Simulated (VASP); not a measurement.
# Hf (P6_3/mmc) in VASP: notebook

The runs below take Hf through relaxation of cell and atoms, with PBE.

Everything below comes from runs of VASP 6.6.1. Logs are shortened: lines on timing, memory, paths and dates and some standing lists are left out, and cuts for length are marked.

## 1. The cell of the first run

The structure is hexagonal, space group P6_3/mmc (No. 194). Conventional cell: a = 2.965 Å, b = 2.965 Å, c = 4.803 Å, α = 90.00°, β = 90.00°, γ = 120.00°. Hf (site symmetry -6m2) has 12 Hf at 2.95 to 2.96 Å within 3.9 Å.

## 2. Relaxation of cell and atoms, PBE, target pressure 30 GPa, at which the enthalpy is minimised

The input, INCAR:

```
  PREC = Accurate
  ENCUT = 600
  EDIFF = 1E-6
  ISMEAR = -1
  SIGMA = 0.08
  LREAL = F
  LASPH = T
  NELM = 100
  ALGO = Normal
  ISIF = 3
  LWAVE = F
  LCHARG = F
  GGA = PE
  IBRION = 2
  NSW = 60
  EDIFFG = -0.005
  PSTRESS = 300.0
```

The input, KPOINTS:

```
regular mesh
0
Gamma
  15 15 8
```

The input, POSCAR:

```
Hf
1.0
    2.9649560930      0.0000000000      0.0000000000
   -1.4824780465      2.5677272976      0.0000000000
    0.0000000000      0.0000000000      4.8032288706
Hf
2
Direct
    0.3333333333      0.6666666667      0.2500000000
    0.6666666667      0.3333333333      0.7500000000
```

Potentials or basis: VASP PAW PBE potentials, release 64 (Hf_pv).

Started as:

```
$ cat potpaw_PBE.64/Hf_pv/POTCAR > POTCAR
$ mpirun -np 1 vasp_std > vasp.out
```

OUTCAR:

```text
PREC = Accurate
   ENCUT = 600
   EDIFF = 1E-6
   ISMEAR = -1
   LREAL = F
   LASPH = T
   NELM = 100
   ISIF = 3
   GGA = PE
   IBRION = 2
   NSW = 60
   EDIFFG = -0.005
   PSTRESS = 300.0

 ion  position               nearest neighbor table
   1  0.333  0.667  0.250-   2 2.95   2 2.95   2 2.95   2 2.95   2 2.95   2 2.95
   2  0.667  0.333  0.750-   1 2.95   1 2.95   1 2.95   1 2.95   1 2.95   1 2.95

  LATTYP: Found a hexagonal cell.
 ALAT       =     2.9649560930
 C/A-ratio  =     1.6200000000

  Lattice vectors:

 A1 = (   2.9649560930,   0.0000000000,   0.0000000000)
 A2 = (  -1.4824780465,   2.5677272976,   0.0000000000)
 A3 = (   0.0000000000,   0.0000000000,   4.8032288706)

Analysis of symmetry for initial positions (statically):
=====================================================================
 Subroutine PRICEL returns:
 Original cell was already a primitive cell.

 Routine SETGRP: Setting up the symmetry group for a
 hexagonal supercell.

 Subroutine GETGRP returns: Found 24 space group operations
 (whereof 12 operations were pure point group operations)
 out of a pool of 24 trial point group operations.

The static configuration has the point symmetry D_3d.
 The point group associated with its full space group is D_6h.

Analysis of symmetry for dynamics (positions and initial velocities):
=====================================================================
 Subroutine PRICEL returns:
 Original cell was already a primitive cell.

 Routine SETGRP: Setting up the symmetry group for a
 hexagonal supercell.

 Subroutine GETGRP returns: Found 24 space group operations
 (whereof 12 operations were pure point group operations)
 out of a pool of 24 trial point group operations.

The dynamic configuration has the point symmetry D_3d.
 The point group associated with its full space group is D_6h.

 Subroutine INISYM returns: Found 24 space group operations
 (whereof 12 operations are pure point group operations),
 and found     1 'primitive' translations

----------------------------------------------------------------------------------------

                                     Primitive cell

  volume of cell :      36.5679

  direct lattice vectors                    reciprocal lattice vectors
     2.964956093  0.000000000  0.000000000     0.337273123  0.194724728  0.000000000
    -1.482478047  2.567727298  0.000000000     0.000000000  0.389449456  0.000000000
     0.000000000  0.000000000  4.803228871     0.000000000  0.000000000  0.208193286

  length of vectors
     2.964956093  2.964956093  4.803228871     0.389449456  0.389449456  0.208193286

  position of ions in fractional coordinates (direct lattice)
     0.333333333  0.666666667  0.250000000
     0.666666667  0.333333333  0.750000000

  ion indices of the primitive-cell ions
   primitive index   ion index
                 1           1
                 2           2

----------------------------------------------------------------------------------------

 KPOINTS: regular mesh

Automatic generation of k-mesh.
 Grid dimensions read from file:
 generate k-points for:   15   15    8

 Generating k-lattice:

  Cartesian coordinates                     Fractional coordinates (reciprocal lattice)
     0.022484875  0.012981649  0.000000000     0.066666667 -0.000000000  0.000000000
     0.000000000  0.025963297  0.000000000     0.000000000  0.066666667  0.000000000
     0.000000000  0.000000000  0.026024161     0.000000000  0.000000000  0.125000000

  Length of vectors
     0.025963297  0.025963297  0.026024161

  Shift w.r.t. Gamma in fractional coordinates (k-lattice)
     0.000000000  0.000000000  0.000000000

 Subroutine IBZKPT returns following result:
 ===========================================

 Found    135 irreducible k-points:

 Following reciprocal coordinates:
            Coordinates               Weight
  0.000000  0.000000  0.000000      1.000000
  0.066667  0.000000  0.000000      6.000000
  0.133333  0.000000  0.000000      6.000000
  0.200000  0.000000  0.000000      6.000000
  0.266667  0.000000  0.000000      6.000000
  0.333333  0.000000  0.000000      6.000000
[... 16 lines left out ...]
  0.333333  0.200000  0.000000     12.000000
  0.400000  0.200000  0.000000      6.000000
 [... further k-points ...]
   k-points           NKPTS =    135   k-points in BZ     NKDIM =    135   number of bands    NBANDS=     14
   number of dos      NEDOS =    301   number of ions     NIONS =      2
   total plane-waves  NPLWV =  23040
   dimension x,y,z NGX =    24 NGY =   24 NGZ =   40
   dimension x,y,z NGXF=    48 NGYF=   48 NGZF=   80
   ions per type =               2
   NGX,Y,Z   is equivalent  to a cutoff of  13.46, 13.46, 13.84 a.u.
   NGXF,Y,Z  is equivalent  to a cutoff of  26.91, 26.91, 27.69 a.u.
 SYSTEM =  unknown system
   PREC   = accura    normal or accurate (medium, high low for compatibility)
   ISTART =      0    job   : 0-new  1-cont  2-samecut
   ICHARG =      2    charge: 1-file 2-atom 10-const
   ISPIN  =      1    spin polarized calculation?
   LNONCOLLINEAR =      F non collinear calculations
   LSORBIT =      F    spin-orbit coupling
   LASPH  =      T    aspherical Exc in radial PAW
   ENCUT  =  600.0 eV  44.10 Ry    6.64 a.u.   5.92  5.92  9.59*2*pi/ulx,y,z
   NELM   =    100;   NELMIN=  2; NELMDL= -5     # of ELM steps
   EDIFF  = 0.1E-05   stopping-criterion for ELM
   LREAL  =      F    real-space projection
   EDIFFG = -.5E-02   stopping-criterion for IOM
   NSW    =     60    number of steps for IOM
   IBRION =      2    ionic relax: 0-MD 1-quasi-New 2-CG
   NFREE  =      1    steps in history (QN), initial steepest desc. (CG)
   ISIF   =      3    stress and relaxation
   ISYM   =      2    0-nonsym 1-usesym 2-fastsym
   POTIM  = 0.5000    time-step for ionic-motion
   TEBEG  =    0.0;   TEEND  =   0.0 temperature during run
   PSTRESS=  300.0 pullay stress
   NELECT =      20.0000    total number of electrons
   NUPDOWN=      -1.0000    fix difference up-down
   EMIN   =  10.00;   EMAX   =-10.00  energy-range for DOS
   EFERMI =   0.00;   METHOD = LEGACY
   ISMEAR =    -1;   SIGMA  =   0.08  broadening in eV -4-tet -1-fermi 0-gaus
   EFERMI_NEDOS =   21; number of points for ismear=-14 and -15
   IALGO  =     38    algorithm
   IMIX   =      4    mixing-type and parameters
     AMIX     =   0.40;   BMIX     =  1.00
     AMIX_MAG =   1.60;   BMIX_MAG =  1.00
  volume/ion in A,a.u.               =      18.28       123.39
  Fermi-wavevector in a.u.,A,eV,Ry     =   1.338807  2.529979 24.387144  1.792405
  Thomas-Fermi vector in A             =   2.467249
   LORBIT       =      0    0 simple, 1 ext, 2 COOP (PROOUT), +10 PAW based schemes
   GGA     = PE    functional components
   LHFCALC =     F    Hartree Fock is set to
   AEXX    =    0.0000 exact exchange contribution
   IVDW    =     0    specifies the selected vdW correction
   LEPSILON=     F    determine dielectric tensor
   LRPA    =     F    only Hartree local field effects (RPA)
 conjugate gradient relaxation of ions
 non-spin polarized calculation
  energy-cutoff  :      600.00
  volume of cell :       36.57
 maximum number of plane-waves:      1240
 NGX is ok and might be reduce to    24
   NGX = 11   NGY = 11   NGZ = 19

--------------------------------------- Ionic step        1  -------------------------------------------

 number of electron      19.9999999 magnetization

 Free energy of the ion-electron system (eV)
  ---------------------------------------------------
  ext. energy  EPLUGINS =         0.00000000
  ---------------------------------------------------
  free energy    TOTEN  =       -19.16168110 eV

  energy without entropy =      -19.12817796  energy(sigma->0) =      -19.14492953

------------------------ aborting loop because EDIFF is reached ----------------------------------------

  FORCE on cell =-STRESS in cart. coord.  units (eV):
  Direction    XX          YY          ZZ          XY          YZ          ZX
  --------------------------------------------------------------------------------------
  -------------------------------------------------------------------------------------
  Total        7.2779771      7.2779771      6.7605639     -0.0000000      0.0000000     -0.0000000
  in kB      318.8752565    318.8752565    296.2054582     -0.0000000      0.0000000     -0.0000000
  external PRESSURE =      11.3186571 kB  Pullay stress =     300.0000000 kB

 VOLUME and BASIS-vectors are now :
 -----------------------------------------------------------------------------
  energy-cutoff  :      600.00
  volume of cell :       36.57
      direct lattice vectors                 reciprocal lattice vectors
     2.964956093  0.000000000  0.000000000     0.337273123  0.194724728  0.000000000
    -1.482478047  2.567727298  0.000000000     0.000000000  0.389449456  0.000000000
     0.000000000  0.000000000  4.803228871     0.000000000  0.000000000  0.208193286
[... 122 lines left out ...]
  FREE ENERGIE OF THE ION-ELECTRON SYSTEM (eV)
  ---------------------------------------------------
  free  energy   TOTEN  =       -19.2013643972 eV

  energy  without entropy=      -19.1685578883  energy(sigma->0) =      -19.18496114

  enthalpy is  TOTEN    =       -12.3174513608 eV   P V=        6.8839130364

--------------------------------------- Ionic step        5  -------------------------------------------

 number of electron      19.9999997 magnetization

 Free energy of the ion-electron system (eV)
  ---------------------------------------------------
  ext. energy  EPLUGINS =         0.00000000
  ---------------------------------------------------
  free energy    TOTEN  =       -19.20904683 eV

  energy without entropy =      -19.17608875  energy(sigma->0) =      -19.19256779

 E-fermi :   6.3778     XC(G=0): -12.2066

 val. band max:        6.3764555937   @ k =   0.1333   0.0000   0.1250
 cond. band min:       6.3957413143   @ k =   0.4000   0.2000   0.2500
 fundamental gap:      0.0192857205
 Fermi energy:         6.3778204967

 k-point     1 :       0.0000    0.0000    0.0000
  band No.  band energies     occupation
      1     -24.7071      2.00000
      2     -23.3330      2.00000
      3     -23.3330      2.00000
      4     -23.1144      2.00000
      5     -23.1144      2.00000
      6     -23.1134      2.00000
      7      -1.6321      2.00000
      8       1.9821      2.00000
      9       7.5781      0.00000
     10       7.5781      0.00000
     11       7.7970      0.00000
     12       7.8072      0.00000
     13       8.6082      0.00000
     14       8.6082      0.00000

 k-point     2 :       0.0667    0.0000    0.0000
  band No.  band energies     occupation
      1     -24.6856      2.00000
      2     -23.3833      2.00000
      3     -23.3492      2.00000
      4     -23.1676      2.00000
      5     -23.1225      2.00000
      6     -23.1207      2.00000
      7      -1.4578      2.00000
      8       2.1524      2.00000
      9       7.0943      0.00026
     10       7.5077      0.00000
[... 362 lines left out ...]
 k-point    24 :       0.4000    0.2000    0.0000
  band No.  band energies     occupation
      1     -24.3463      2.00000
      2     -24.0826      2.00000
      3     -23.9132      2.00000
      4     -23.8793      2.00000
      5     -23.5942      2.00000
      6     -23.5448      2.00000
      7       3.4533      2.00000
      8       3.6959      2.00000
      9       3.9305      2.00000
     10       5.4143      1.99999
     11       6.7135      0.02966
     12       7.1688      0.00010
     13       8.6003      0.00000
     14      12.4643      0.00000

 [... further k-points ...]
[... 5 lines left out ...]
  --------------------------------------------------------------------------------------
  -------------------------------------------------------------------------------------
  Total        6.8893666      6.8893666      6.8906496      0.0000000      0.0000000      0.0000000
  in kB      299.9104563    299.9104563    299.9663087      0.0000000      0.0000000      0.0000000
  external PRESSURE =      -0.0709262 kB  Pullay stress =     300.0000000 kB

 VOLUME and BASIS-vectors are now :
 -----------------------------------------------------------------------------
  energy-cutoff  :      600.00
  volume of cell :       36.80
      direct lattice vectors                 reciprocal lattice vectors
     2.984503775  0.000000000 -0.000000000     0.335064076  0.193449335  0.000000000
    -1.492251888  2.584656087  0.000000000     0.000000000  0.386898669  0.000000000
    -0.000000000 -0.000000000  4.771153316     0.000000000  0.000000000  0.209592929

 POSITION                                       TOTAL-FORCE (eV/Angst)
 -----------------------------------------------------------------------------------
     -0.00000      1.72310      1.19279        -0.000000     -0.000000      0.000000
      1.49225      0.86155      3.57836         0.000000      0.000000      0.000000
 -----------------------------------------------------------------------------------
    total drift:                               -0.000000      0.000000     -0.000000

  FREE ENERGIE OF THE ION-ELECTRON SYSTEM (eV)
  ---------------------------------------------------
  free  energy   TOTEN  =       -19.2090468287 eV

  energy  without entropy=      -19.1760887461  energy(sigma->0) =      -19.19256779

  enthalpy is  TOTEN    =       -12.3176232968 eV   P V=        6.8914235319

 reached required accuracy - stopping structural energy minimisation
```

Run time: 6.6 min. Hardware: 1 thread of AMD EPYC 7R13, shared host; peak memory 0.19 GiB.

What came out:

| Item | Value |
| --- | --- |
| Free energy | -19.2090 eV |
| Relaxed volume | 18.40 Å³/atom |
| Relaxed cell | a = 2.985 Å, b = 2.985 Å, c = 4.771 Å, α = 90.00°, β = 90.00°, γ = 120.00° |
| Space group after relaxing (to 0.1 Å) | P6_3/mmc (No. 194) |
| Energy change on relaxing (the run minimises the enthalpy) | -23.7 meV/atom |
| Ionic steps | 5 |
| Pressure after relaxing | 30.0 GPa |
| Band gap on the k mesh | zero (bands 10 and 11 overlap by 1.59 eV) |

The path:
| step | energy change (eV) | largest force (eV/Å) | pressure (GPa) | volume (Å³) |
| --- | --- | --- | --- | --- |
| 1 | 0.0000 | 0.0000 | 31.13 | 36.57 |
| 2 | -0.1281 | 0.0000 | 27.60 | 37.25 |
| 3 | -0.0638 | 0.0000 | 29.39 | 36.90 |
| 4 | -0.0397 | 0.0000 | 30.24 | 36.76 |
| 5 | -0.0474 | 0.0000 | 29.99 | 36.80 |

Final structure:
```
Hf
1.0
     2.98450    0.00000    0.00000
    -1.49225    2.58466    0.00000
     0.00000    0.00000    4.77115
Hf
2
Direct
  0.33333 0.66667 0.25000
  0.66667 0.33333 0.75000
```

Caveat: the cell is relaxed towards a set pressure, so the run minimises the enthalpy, not the energy; spin-orbit coupling is left out, which moves the levels of the heavy elements.

## 3. Relaxation of cell and atoms, PBE, target pressure 30 GPa, at which the enthalpy is minimised

This run uses another cell than the first one, of 18.44 Å³/atom.

The input, INCAR:

```
PREC = Accurate ; ENCUT = 600
EDIFF = 1E-6 ; ISMEAR = -1
SIGMA = 0.08 ; LREAL = False
LASPH = True ; NELM = 60
ALGO = Normal ; ISIF = 3
LWAVE = False ; LCHARG = False
GGA = PE ; IBRION = 2
NSW = 32 ; EDIFFG = -0.005
PSTRESS = 300.0
```

KPOINTS is that of step 2.

The input, POSCAR:

```
Hf
1.0
    2.9857526938      0.0000000000      0.0000000000
   -1.4928763469      2.5857376822      0.0000000000
    0.0000000000      0.0000000000      4.7778757340
Hf
2
Direct
    0.3333333333      0.6666666667      0.2500000000
    0.6666666667      0.3333333333      0.7500000000
```

Potentials or basis: VASP PAW PBE potentials, release 64 (Hf_pv).

Started as:

```
$ cat potpaw_PBE.64/Hf_pv/POTCAR > POTCAR
$ mpirun -np 1 vasp_std > vasp.out
```

Run time: 7.6 min. Hardware: 1 thread of AMD EPYC 7R13, shared host; peak memory 0.19 GiB.

The run converged. Its results:

```
Free energy                                                : -19.2092 eV
Relaxed volume                                             : 18.40 Å³/atom
Relaxed cell                                               : a = 2.984 Å, b = 2.984 Å, c = 4.772 Å, α = 90.00°, β = 90.00°, γ = 120.00°
Space group after relaxing (to 0.1 Å)                      : P6_3/mmc (No. 194)
Energy change on relaxing (the run minimises the enthalpy) : +7.6 meV/atom
Ionic steps                                                : 7
Pressure after relaxing                                    : 30.0 GPa
Band gap on the k mesh                                     : zero (bands 10 and 11 overlap by 1.59 eV)
```

Step by step:
| step | energy change (eV) | largest force (eV/Å) | pressure (GPa) | volume (Å³) |
| --- | --- | --- | --- | --- |
| 1 | 0.0000 | 0.0000 | 29.53 | 36.89 |
| 2 | 0.0545 | 0.0000 | 31.12 | 36.60 |
| 3 | 0.0165 | 0.0000 | 30.02 | 36.80 |
| 4 | 0.0161 | 0.0000 | 30.03 | 36.80 |
| 5 | 0.0080 | 0.0000 | 29.77 | 36.84 |
| 6 | 0.0157 | 0.0000 | 29.98 | 36.80 |
| 7 | 0.0153 | 0.0000 | 29.99 | 36.80 |

Final structure:
```
Hf
1.0
     2.98434    0.00000    0.00000
    -1.49217    2.58452    0.00000
     0.00000    0.00000    4.77171
Hf
2
Direct
  0.33333 0.66667 0.25000
  0.66667 0.33333 0.75000
```

Levels at points of the mesh, in eV from the Fermi level:
```
           k point  band 8  band 9  band 10  band 11  band 12  band 13
(0.00, 0.00, 0.00)   -4.40    1.20     1.20     1.42     1.43     2.23
(0.00, 0.00, 0.50)   -5.69    0.03     0.03     1.10     1.10     1.10
```

Caveat: the cell is relaxed towards a set pressure, so the run minimises the enthalpy, not the energy; spin-orbit coupling is left out, which moves the levels of the heavy elements.
